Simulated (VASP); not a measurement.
# Ca2Re (P6/mmm) in VASP: single point with PBE

Aim: the single point of Ca2Re with PBE.

Everything below comes from runs of VASP 6.6.1. Logs are shortened: lines on timing, memory, paths and dates and some standing lists are left out, and cuts for length are marked.

## Step 1: The cell of the first run

It takes space group P6/mmm (No. 191, hexagonal). Conventional cell: a = 5.227 Å, b = 5.227 Å, c = 2.793 Å, α = 90.00°, β = 90.00°, γ = 120.00°. Ca (site symmetry -6m2) has 5 Ca at 2.79 to 3.02 Å and 6 Re at 3.33 Å within 3.7 Å. Within 3.7 Å of Re (site symmetry 6/mmm) lie 2 Re at 2.79 Å and 12 Ca at 3.33 Å.

## Step 2: Single point, PBE

File INCAR:

```
ALGO = Fast
EDIFF = 1E-7
ENCUT = 520
GGA = PE
ISIF = 2
ISMEAR = 0
LASPH = T
LCHARG = F
LREAL = F
LWAVE = F
NBANDS = 20
NELM = 100
PREC = Accurate
SIGMA = 0.1
```

File KPOINTS:

```
k-points
0
Gamma
  12 12 10
```

File POSCAR:

```
Ca2Re
1.0
    5.2273652764      0.0000000000      0.0000000000
   -2.6136826382      4.5270311242      0.0000000000
    0.0000000000      0.0000000000      2.7926791309
Ca Re
2 1
Direct
    0.3333333333      0.6666666667      0.5000000000
    0.6666666667      0.3333333333      0.5000000000
    0.0000000000      0.0000000000      0.0000000000
```

Potentials or basis: VASP PAW PBE potentials, release 64 (Ca_sv, Re).

Launch:

```
> cat potpaw_PBE.64/Ca_sv/POTCAR potpaw_PBE.64/Re/POTCAR > POTCAR
> mpirun -np 1 vasp_std > vasp.out
```

OUTCAR:

```text
EDIFF = 1E-7
   ENCUT = 520
   GGA = PE
   ISIF = 2
   ISMEAR = 0
   LASPH = T
   LREAL = F
   NELM = 100
   PREC = Accurate

 ion  position               nearest neighbor table
   1  0.333  0.667  0.500-   2 3.02   2 3.02   2 3.02
   2  0.667  0.333  0.500-   1 3.02   1 3.02   1 3.02
   3  0.000  0.000  0.000-

  LATTYP: Found a hexagonal cell.
 ALAT       =     5.2273652764
 C/A-ratio  =     0.5342422010

  Lattice vectors:

 A1 = (   5.2273652764,   0.0000000000,   0.0000000000)
 A2 = (  -2.6136826382,   4.5270311242,   0.0000000000)
 A3 = (   0.0000000000,   0.0000000000,   2.7926791309)

Analysis of symmetry for initial positions (statically):
=====================================================================
 Subroutine PRICEL returns:
 Original cell was already a primitive cell.

 Routine SETGRP: Setting up the symmetry group for a
 hexagonal supercell.

 Subroutine GETGRP returns: Found 24 space group operations
 (whereof 24 operations were pure point group operations)
 out of a pool of 24 trial point group operations.

The static configuration has the point symmetry D_6h.

Analysis of symmetry for dynamics (positions and initial velocities):
=====================================================================
 Subroutine PRICEL returns:
 Original cell was already a primitive cell.

 Routine SETGRP: Setting up the symmetry group for a
 hexagonal supercell.

 Subroutine GETGRP returns: Found 24 space group operations
 (whereof 24 operations were pure point group operations)
 out of a pool of 24 trial point group operations.

The dynamic configuration has the point symmetry D_6h.

 Subroutine INISYM returns: Found 24 space group operations
 (whereof 24 operations are pure point group operations),
 and found     1 'primitive' translations

----------------------------------------------------------------------------------------

                                     Primitive cell

  volume of cell :      66.0872

  direct lattice vectors                    reciprocal lattice vectors
     5.227365276  0.000000000  0.000000000     0.191300961  0.110447661  0.000000000
    -2.613682638  4.527031124  0.000000000     0.000000000  0.220895322  0.000000000
     0.000000000  0.000000000  2.792679131     0.000000000  0.000000000  0.358079089

  length of vectors
     5.227365276  5.227365276  2.792679131     0.220895322  0.220895322  0.358079089

  position of ions in fractional coordinates (direct lattice)
     0.333333333  0.666666667  0.500000000
     0.666666667  0.333333333  0.500000000
     0.000000000  0.000000000  0.000000000

  ion indices of the primitive-cell ions
   primitive index   ion index
                 1           1
                 2           2
                 3           3

----------------------------------------------------------------------------------------

 KPOINTS: k-points

Automatic generation of k-mesh.
 Grid dimensions read from file:
 generate k-points for:   12   12   10

 Generating k-lattice:

  Cartesian coordinates                     Fractional coordinates (reciprocal lattice)
     0.015941747  0.009203972  0.000000000     0.083333333 -0.000000000  0.000000000
     0.000000000  0.018407944  0.000000000     0.000000000  0.083333333  0.000000000
     0.000000000  0.000000000  0.035807909     0.000000000  0.000000000  0.100000000

  Length of vectors
     0.018407944  0.018407944  0.035807909

  Shift w.r.t. Gamma in fractional coordinates (k-lattice)
     0.000000000  0.000000000  0.000000000

 Subroutine IBZKPT returns following result:
 ===========================================

 Found    114 irreducible k-points:

 Following reciprocal coordinates:
            Coordinates               Weight
  0.000000  0.000000  0.000000      1.000000
  0.083333 -0.000000  0.000000      6.000000
  0.166667  0.000000  0.000000      6.000000
  0.250000  0.000000  0.000000      6.000000
  0.333333 -0.000000  0.000000      6.000000
  0.416667  0.000000  0.000000      6.000000
[... 16 lines left out ...]
  0.250000  0.000000  0.100000     12.000000
  0.333333 -0.000000  0.100000     12.000000
 [... further k-points ...]
   k-points           NKPTS =    114   k-points in BZ     NKDIM =    114   number of bands    NBANDS=     20
   number of dos      NEDOS =    301   number of ions     NIONS =      3
   total plane-waves  NPLWV =  38400
   dimension x,y,z NGX =    40 NGY =   40 NGZ =   24
   dimension x,y,z NGXF=    80 NGYF=   80 NGZF=   48
   ions per type =               2   1
   NGX,Y,Z   is equivalent  to a cutoff of  12.72, 12.72, 14.29 a.u.
   NGXF,Y,Z  is equivalent  to a cutoff of  25.44, 25.44, 28.57 a.u.
 SYSTEM =  unknown system
   PREC   = accura    normal or accurate (medium, high low for compatibility)
   ISTART =      0    job   : 0-new  1-cont  2-samecut
   ICHARG =      2    charge: 1-file 2-atom 10-const
   ISPIN  =      1    spin polarized calculation?
   LNONCOLLINEAR =      F non collinear calculations
   LSORBIT =      F    spin-orbit coupling
   LASPH  =      T    aspherical Exc in radial PAW
   ENCUT  =  520.0 eV  38.22 Ry    6.18 a.u.   9.72  9.72  5.19*2*pi/ulx,y,z
   NELM   =    100;   NELMIN=  2; NELMDL= -5     # of ELM steps
   EDIFF  = 0.1E-06   stopping-criterion for ELM
   LREAL  =      F    real-space projection
   EDIFFG = 0.1E-05   stopping-criterion for IOM
   NSW    =      0    number of steps for IOM
   IBRION =     -1    ionic relax: 0-MD 1-quasi-New 2-CG
   NFREE  =      0    steps in history (QN), initial steepest desc. (CG)
   ISIF   =      2    stress and relaxation
   ISYM   =      2    0-nonsym 1-usesym 2-fastsym
   POTIM  = 0.5000    time-step for ionic-motion
   TEBEG  =    0.0;   TEEND  =   0.0 temperature during run
   PSTRESS=    0.0 pullay stress
   NELECT =      27.0000    total number of electrons
   NUPDOWN=      -1.0000    fix difference up-down
   EMIN   =  10.00;   EMAX   =-10.00  energy-range for DOS
   EFERMI =   0.00;   METHOD = LEGACY
   ISMEAR =     0;   SIGMA  =   0.10  broadening in eV -4-tet -1-fermi 0-gaus
   EFERMI_NEDOS =   21; number of points for ismear=-14 and -15
   IALGO  =     68    algorithm
   IMIX   =      4    mixing-type and parameters
     AMIX     =   0.40;   BMIX     =  1.00
     AMIX_MAG =   1.60;   BMIX_MAG =  1.00
  volume/ion in A,a.u.               =      22.03       148.66
  Fermi-wavevector in a.u.,A,eV,Ry     =   1.214759  2.295563 20.077309  1.475641
  Thomas-Fermi vector in A             =   2.350169
   LORBIT       =      0    0 simple, 1 ext, 2 COOP (PROOUT), +10 PAW based schemes
   GGA     = PE    functional components
   LHFCALC =     F    Hartree Fock is set to
   AEXX    =    0.0000 exact exchange contribution
   IVDW    =     0    specifies the selected vdW correction
   LEPSILON=     F    determine dielectric tensor
   LRPA    =     F    only Hartree local field effects (RPA)
 non-spin polarized calculation
 RMM-DIIS sequential band-by-band and
 Gauss-broadening in eV      SIGMA  =   0.10
  energy-cutoff  :      520.00
  volume of cell :       66.09
 maximum number of plane-waves:      1796
 NGX is ok and might be reduce to    40
   NGX = 19   NGY = 19   NGZ = 11

 number of electron      27.0000004 magnetization

 Free energy of the ion-electron system (eV)
  ---------------------------------------------------
  ext. energy  EPLUGINS =         0.00000000
  ---------------------------------------------------
  free energy    TOTEN  =       -14.00788787 eV

  energy without entropy =      -13.99809958  energy(sigma->0) =      -14.00299372

 E-fermi :   4.5465     XC(G=0): -10.5151

 val. band max:        4.5402265873   @ k =   0.4167   0.0833   0.4000
 cond. band min:       4.5467210510   @ k =   0.3333   0.2500   0.0000
 fundamental gap:      0.0064944636
 Fermi energy:         4.5464644866

 k-point     1 :       0.0000    0.0000    0.0000
  band No.  band energies     occupation
      1     -36.3712      2.00000
      2     -36.2094      2.00000
      3     -17.5737      2.00000
      4     -17.5737      2.00000
      5     -17.0253      2.00000
      6     -17.0253      2.00000
[... 12 lines left out ...]
     19       7.2908      0.00000
     20       7.2908      0.00000

 k-point     2 :       0.0833   -0.0000    0.0000
  band No.  band energies     occupation
      1     -36.3688      2.00000
      2     -36.2119      2.00000
      3     -17.5773      2.00000
      4     -17.5670      2.00000
      5     -17.0330      2.00000
      6     -17.0212      2.00000
[... 12 lines left out ...]
     19       7.2147      0.00000
     20       7.2986      0.00000

 k-point     3 :       0.1667    0.0000    0.0000
  band No.  band energies     occupation
      1     -36.3617      2.00000
      2     -36.2191      2.00000
      3     -17.5871      2.00000
      4     -17.5483      2.00000
      5     -17.0544      2.00000
      6     -17.0102      2.00000
[... 12 lines left out ...]
     19       7.0098      0.00000
     20       7.3221      0.00000

 k-point     4 :       0.2500    0.0000    0.0000
  band No.  band energies     occupation
      1     -36.3507      2.00000
      2     -36.2303      2.00000
      3     -17.5999      2.00000
      4     -17.5211      2.00000
      5     -17.0850      2.00000
      6     -16.9957      2.00000
[... 12 lines left out ...]
     19       6.7346      0.00000
     20       7.3700      0.00000

 k-point     5 :       0.3333   -0.0000    0.0000
  band No.  band energies     occupation
      1     -36.3371      2.00000
      2     -36.2440      2.00000
      3     -17.6121      2.00000
      4     -17.4915      2.00000
      5     -17.1179      2.00000
      6     -16.9819      2.00000
[... 12 lines left out ...]
     19       6.4614      0.00000
     20       7.4546      0.00000
[... 353 lines left out ...]
      6     -17.0049      2.00000
[... 12 lines left out ...]
     19       7.2630      0.00000
     20       7.3474      0.00000

 k-point    22 :       0.1667    0.0000    0.1000
  band No.  band energies     occupation
      1     -36.3398      2.00000
      2     -36.1983      2.00000
      3     -17.5651      2.00000
      4     -17.5267      2.00000
      5     -17.0381      2.00000
      6     -16.9940      2.00000
[... 12 lines left out ...]
     19       7.0724      0.00000
     20       7.3746      0.00000

 k-point    23 :       0.2500    0.0000    0.1000
  band No.  band energies     occupation
      1     -36.3289      2.00000
      2     -36.2094      2.00000
      3     -17.5779      2.00000
      4     -17.4998      2.00000
      5     -17.0685      2.00000
      6     -16.9796      2.00000
[... 12 lines left out ...]
     19       6.8444      0.00000
     20       7.4131      0.00000

 k-point    24 :       0.3333   -0.0000    0.1000
  band No.  band energies     occupation
      1     -36.3155      2.00000
      2     -36.2230      2.00000
      3     -17.5901      2.00000
      4     -17.4703      2.00000
      5     -17.1012      2.00000
      6     -16.9659      2.00000
[... 12 lines left out ...]
     19       6.7536      0.00000
     20       7.4696      0.00000

 [... further k-points ...]
[... 5 lines left out ...]
  --------------------------------------------------------------------------------------
  -------------------------------------------------------------------------------------
  Total       -0.0222197     -0.0222197      0.0467063      0.0000000      0.0000000      0.0000000
  in kB       -0.5386812     -0.5386812      1.1323177      0.0000000      0.0000000      0.0000000
  external PRESSURE =       0.0183184 kB  Pullay stress =       0.0000000 kB

 VOLUME and BASIS-vectors are now :
 -----------------------------------------------------------------------------
  energy-cutoff  :      520.00
  volume of cell :       66.09
      direct lattice vectors                 reciprocal lattice vectors
     5.227365276  0.000000000  0.000000000     0.191300961  0.110447661  0.000000000
    -2.613682638  4.527031124  0.000000000     0.000000000  0.220895322  0.000000000
     0.000000000  0.000000000  2.792679131     0.000000000  0.000000000  0.358079089

 POSITION                                       TOTAL-FORCE (eV/Angst)
 -----------------------------------------------------------------------------------
     -0.00000      3.01802      1.39634         0.000000      0.000000      0.000000
      2.61368      1.50901      1.39634        -0.000000     -0.000000     -0.000000
      0.00000      0.00000      0.00000         0.000000      0.000000     -0.000000
 -----------------------------------------------------------------------------------
    total drift:                                0.000000     -0.000000      0.000000

  FREE ENERGIE OF THE ION-ELECTRON SYSTEM (eV)
  ---------------------------------------------------
  free  energy   TOTEN  =       -14.0078878659 eV

  energy  without entropy=      -13.9980995772  energy(sigma->0) =      -14.00299372
```

Wall time 4.6 min (1 thread of Intel Xeon 6975P-C (Granite Rapids), shared host); peak memory 0.29 GiB.

What came out:

```yaml
Free_energy: -14.0079 eV
Pressure: 0.0 GPa
```

Stress tensor (GPa, compression positive):
```
-0.05  0.00  0.00
 0.00 -0.05  0.00
 0.00  0.00  0.11
```

Caveat: spin-orbit coupling is left out, which moves the levels of the heavy elements.
